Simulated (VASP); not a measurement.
# Y2Al3B2 (C2/m) in VASP: single point with r2SCAN

Aim: the single point of Y2Al3B2 with r2SCAN.

Program: VASP 6.6.1. These are calculated values, not measurements. Logs are shortened: lines on timing, memory, paths and dates and some standing lists are left out, and cuts for length are marked.

## (1) The cell of the first run

It takes space group C2/m (No. 12, monoclinic). Conventional cell: a = 9.796 Å, b = 3.868 Å, c = 6.342 Å, α = 90.00°, β = 101.36°, γ = 90.00°. Y (site symmetry m) has 5 B at 2.77 to 2.89 Å and 7 Al at 2.89 to 3.38 Å and 3 Y at 3.56 to 3.61 Å within 3.7 Å. Al (site symmetry m) has 3 B at 2.49 to 3.40 Å and 5 Al at 2.66 to 2.95 Å and 5 Y at 3.06 to 3.38 Å within 3.5 Å. Al (site symmetry 2/m) has 2 B at 2.62 Å and 4 Y at 2.89 Å and 6 Al at 2.95 Å within 3.5 Å. Within 3.0 Å of B (site symmetry m) lie 1 B at 2.28 Å and 3 Al at 2.49 to 2.62 Å and 5 Y at 2.77 to 2.89 Å.

## (2) Single point, r2SCAN

The input, POSCAR:

```
Y2Al3B2
1.0
    0.0000000000      3.8679310000      0.0000000000
    4.8979350000     -1.9339650000      0.0000000000
    1.2492800000      0.0000000000     -6.2181440000
Y Al B
2 3 2
Direct
    0.6202000000      0.2404000000      0.6770000000
    0.3798000000      0.7596000000      0.3230000000
    0.3058000000      0.6116000000      0.8658000000
    0.6942000000      0.3884000000      0.1342000000
    0.0000000000      0.0000000000      0.0000000000
    0.0931000000      0.1862000000      0.3597000000
    0.9069000000      0.8138000000      0.6403000000
```

The input, INCAR.step1:

```
PREC = Accurate ; ENCUT = 520
ISMEAR = -1 ; SIGMA = 0.1
LREAL = False ; LASPH = True
NELM = 80 ; NBANDS = 28
GGA = PE ; ALGO = Normal
EDIFF = 1E-4 ; LWAVE = True
LCHARG = False
```

The input, INCAR.step2:

```
PREC = Accurate ; ENCUT = 520
EDIFF = 1E-6 ; ISMEAR = -1
SIGMA = 0.1 ; LREAL = False
LASPH = True ; NELM = 80
ALGO = Normal ; ISIF = 2
LWAVE = False ; LCHARG = False
METAGGA = R2SCAN ; LMIXTAU = True
NBANDS = 28 ; ISTART = 1
```

The input, KPOINTS:

```
Automatic mesh
0
Gamma
  7 7 4
```

Potentials or basis: VASP PAW PBE potentials, release 64 (Y_sv, Al, B).

Command:

```
> cat potpaw_PBE.64/Y_sv/POTCAR potpaw_PBE.64/Al/POTCAR potpaw_PBE.64/B/POTCAR > POTCAR
> cp INCAR.step1 INCAR
> mpirun -np 1 vasp_std > vasp.out
> cp INCAR.step2 INCAR
> mpirun -np 1 vasp_std > vasp.out
```

OUTCAR:

```text
PREC = Accurate
   ENCUT = 520
   EDIFF = 1E-6
   ISMEAR = -1
   LREAL = False
   LASPH = True
   NELM = 80
   ISIF = 2
   METAGGA = R2SCAN
   ISTART = 1

 ion  position               nearest neighbor table
   1  0.620  0.240  0.677-   7 2.77   6 2.84   6 2.84   7 2.89   7 2.89   5 2.89   5 2.89   3 3.06
                             3 3.06   3 3.08   4 3.12   4 3.38   2 3.56   2 3.61   2 3.61   2 4.30
   2  0.380  0.760  0.323-   6 2.77   7 2.84   7 2.84   6 2.89   6 2.89   5 2.89   5 2.89   4 3.06
                             4 3.06   4 3.08   3 3.12   3 3.38   1 3.56   1 3.61   1 3.61   1 4.30
   3  0.306  0.612  0.866-   7 2.49   7 2.49   4 2.66   4 2.66   5 2.95   5 2.95   5 2.95   1 3.06
                             1 3.06   1 3.08   2 3.12   2 3.38
   4  0.694  0.388  0.134-   6 2.49   6 2.49   3 2.66   3 2.66   5 2.95   5 2.95   5 2.95   2 3.06
                             2 3.06   2 3.08   1 3.12   1 3.38
   5  0.000  0.000  0.000-   6 2.62   7 2.62   1 2.89   2 2.89   1 2.89   2 2.89   4 2.95   3 2.95
                             3 2.95   4 2.95   4 2.95   3 2.95
   6  0.093  0.186  0.360-   4 2.49   4 2.49   5 2.62   2 2.77   1 2.84   1 2.84   2 2.89   2 2.89

   7  0.907  0.814  0.640-   3 2.49   3 2.49   5 2.62   1 2.77   2 2.84   2 2.84   1 2.89   1 2.89

  LATTYP: Found a base centered monoclinic cell.
 ALAT       =     9.7958700000
 B/A-ratio  =     0.3948532392
 C/A-ratio  =     0.6474563496
 COS(beta)  =    -0.1969728097

  Lattice vectors:

 A1 = (  -4.8979350000,  -1.9339660000,   0.0000000000)
 A2 = (  -4.8979350000,   1.9339650000,   0.0000000000)
 A3 = (   1.2492800000,   0.0000000000,  -6.2181440000)

Analysis of symmetry for initial positions (statically):
=====================================================================
 Subroutine PRICEL returns:
 Original cell was already a primitive cell.

 Routine SETGRP: Setting up the symmetry group for a
 base centered monoclinic supercell.

 Subroutine GETGRP returns: Found  4 space group operations
 (whereof  4 operations were pure point group operations)
 out of a pool of  4 trial point group operations.

The static configuration has the point symmetry C_2h.

Analysis of symmetry for dynamics (positions and initial velocities):
=====================================================================
 Subroutine PRICEL returns:
 Original cell was already a primitive cell.

 Routine SETGRP: Setting up the symmetry group for a
 base centered monoclinic supercell.

 Subroutine GETGRP returns: Found  4 space group operations
 (whereof  4 operations were pure point group operations)
 out of a pool of  4 trial point group operations.

The dynamic configuration has the point symmetry C_2h.

[... 116 lines left out ...]
   POTIM  = 0.5000    time-step for ionic-motion
   TEBEG  =    0.0;   TEEND  =   0.0 temperature during run
   PSTRESS=    0.0 pullay stress
   NELECT =      37.0000    total number of electrons
   NUPDOWN=      -1.0000    fix difference up-down
   EMIN   =  10.00;   EMAX   =-10.00  energy-range for DOS
   EFERMI =   0.00;   METHOD = LEGACY
   ISMEAR =    -1;   SIGMA  =   0.10  broadening in eV -4-tet -1-fermi 0-gaus
   EFERMI_NEDOS =   21; number of points for ismear=-14 and -15
   IALGO  =     38    algorithm
   IMIX   =      4    mixing-type and parameters
     AMIX     =   0.40;   BMIX     =  1.00
     AMIX_MAG =   1.60;   BMIX_MAG =  1.00
  volume/ion in A,a.u.               =      16.83       113.57
  Fermi-wavevector in a.u.,A,eV,Ry     =   1.112819  2.102923 16.848997  1.238366
  Thomas-Fermi vector in A             =   2.249397
   LORBIT       =      0    0 simple, 1 ext, 2 COOP (PROOUT), +10 PAW based schemes
   METAGGA = R2SCAN    functional components
   LHFCALC =     F    Hartree Fock is set to
   AEXX    =    0.0000 exact exchange contribution
   IVDW    =     0    specifies the selected vdW correction
   LEPSILON=     F    determine dielectric tensor
   LRPA    =     F    only Hartree local field effects (RPA)
 non-spin polarized calculation
  energy-cutoff  :      520.00
  volume of cell :      117.80
 maximum number of plane-waves:      3181
 NGX is ok and might be reduce to    30
   NGX = 15   NGY = 19   NGZ = 23

 number of electron      36.9999999 magnetization

 Free energy of the ion-electron system (eV)
  ---------------------------------------------------
  ext. energy  EPLUGINS =         0.00000000
  ---------------------------------------------------
  free energy    TOTEN  =       -76.94383542 eV

  energy without entropy =      -76.84564169  energy(sigma->0) =      -76.89473855

 E-fermi :   5.5363     XC(G=0): -11.1660

 val. band max:        5.5328320417   @ k =  -0.2857   0.1429   0.2500
 cond. band min:       5.5382822277   @ k =   0.1429   0.4286   0.0000
 fundamental gap:      0.0054501860
 Fermi energy:         5.5363158349

 k-point     1 :       0.0000    0.0000    0.0000
  band No.  band energies     occupation
      1     -37.6403      2.00000
      2     -37.6030      2.00000
      3     -17.2309      2.00000
      4     -17.1325      2.00000
      5     -17.0266      2.00000
      6     -16.9701      2.00000
[... 733 lines left out ...]
     27      10.4421      0.00000
     28      10.9358      0.00000

 [... further k-points ...]

------------------------ aborting loop because EDIFF is reached ----------------------------------------

  FORCE on cell =-STRESS in cart. coord.  units (eV):
  Direction    XX          YY          ZZ          XY          YZ          ZX
  --------------------------------------------------------------------------------------
  -------------------------------------------------------------------------------------
  Total       -4.1365491     -2.0328901     -2.7472588     -0.0000004     -0.0000001      0.0068928
  in kB      -56.2595504    -27.6485250    -37.3643686     -0.0000057     -0.0000008      0.0937464
  external PRESSURE =     -40.4241480 kB  Pullay stress =       0.0000000 kB

 VOLUME and BASIS-vectors are now :
 -----------------------------------------------------------------------------
  energy-cutoff  :      520.00
  volume of cell :      117.80
      direct lattice vectors                 reciprocal lattice vectors
     0.000000000  3.867931000  0.000000000     0.102083811  0.258536153  0.020509538
     4.897935000 -1.933965000  0.000000000     0.204167675  0.000000000  0.041019087
     1.249280000  0.000000000 -6.218144000     0.000000000  0.000000000 -0.160819692

 POSITION                                       TOTAL-FORCE (eV/Angst)
 -----------------------------------------------------------------------------------
      2.02323      1.93397     -4.20968        -0.362019      0.000000      1.885600
      4.12399      0.00000     -2.00846         0.362019     -0.000000     -1.885600
      4.07720      0.00000     -5.38367         0.804403      0.000000      1.277952
      2.07001      1.93397     -0.83447        -0.804403     -0.000000     -1.277952
      0.00000      0.00000      0.00000         0.000000      0.000000      0.000000
      1.36136      0.00000     -2.23667        -0.995350     -0.000000     -0.373376
      4.78585      1.93397     -3.98148         0.995350      0.000000      0.373376
 -----------------------------------------------------------------------------------
    total drift:                               -0.000000      0.000000     -0.000000

  FREE ENERGIE OF THE ION-ELECTRON SYSTEM (eV)
  ---------------------------------------------------
  free  energy   TOTEN  =       -76.9438354199 eV

  energy  without entropy=      -76.8456416865  energy(sigma->0) =      -76.89473855
```

OSZICAR.step1:

```text
N       E                     dE             d eps       ncg     rms          rms(c)
DAV:   1     0.135240609265E+03    0.13524E+03   -0.16326E+04  3360   0.117E+03
DAV:   2    -0.291005165466E+02   -0.16434E+03   -0.15931E+03  4012   0.264E+02
DAV:   3    -0.404161803643E+02   -0.11316E+02   -0.11170E+02  5696   0.471E+01
DAV:   4    -0.409846503272E+02   -0.56847E+00   -0.56696E+00  4580   0.100E+01
DAV:   5    -0.410022709591E+02   -0.17621E-01   -0.17618E-01  5064   0.161E+00    0.425E+01
DAV:   6    -0.388326690265E+02    0.21696E+01   -0.87966E+00  4040   0.104E+01    0.301E+01
DAV:   7    -0.388266027285E+02    0.60663E-02   -0.23148E+00  5240   0.646E+00    0.107E+01
DAV:   8    -0.387791368465E+02    0.47466E-01   -0.41066E-01  4084   0.277E+00    0.174E+00
DAV:   9    -0.387725196357E+02    0.66172E-02   -0.47287E-02  4288   0.107E+00    0.762E-01
DAV:  10    -0.387718677091E+02    0.65193E-03   -0.10365E-02  4852   0.507E-01    0.323E-01
DAV:  11    -0.387716980982E+02    0.16961E-03   -0.14855E-03  4156   0.178E-01    0.895E-02
DAV:  12    -0.387716900074E+02    0.80908E-05   -0.93629E-05  2400   0.568E-02
   1 F= -.38771690E+02 E0= -.38718817E+02  d E =-.105747E+00
```

It took 7.3 min on 1 thread of Intel Xeon Platinum 8559C (Emerald Rapids), shared host; peak memory 0.38 GiB.

What came out:

```
Free energy            : -76.9438 eV
Pressure               : -4.0 GPa
Largest force          : 1.920 eV/Å
Band gap on the k mesh : zero (an odd number of electrons rules out a gap without spin polarisation)
```

Forces on the atoms (eV/Å):
```
Y   -0.362  0.000  1.886
Y    0.362  0.000 -1.886
Al   0.804  0.000  1.278
Al  -0.804  0.000 -1.278
Al   0.000  0.000  0.000
B   -0.995  0.000 -0.373
B    0.995  0.000  0.373
```

Caveat: the cell stands under tension; the PAW data sets were made with another functional, which shifts forces and pressure a little.
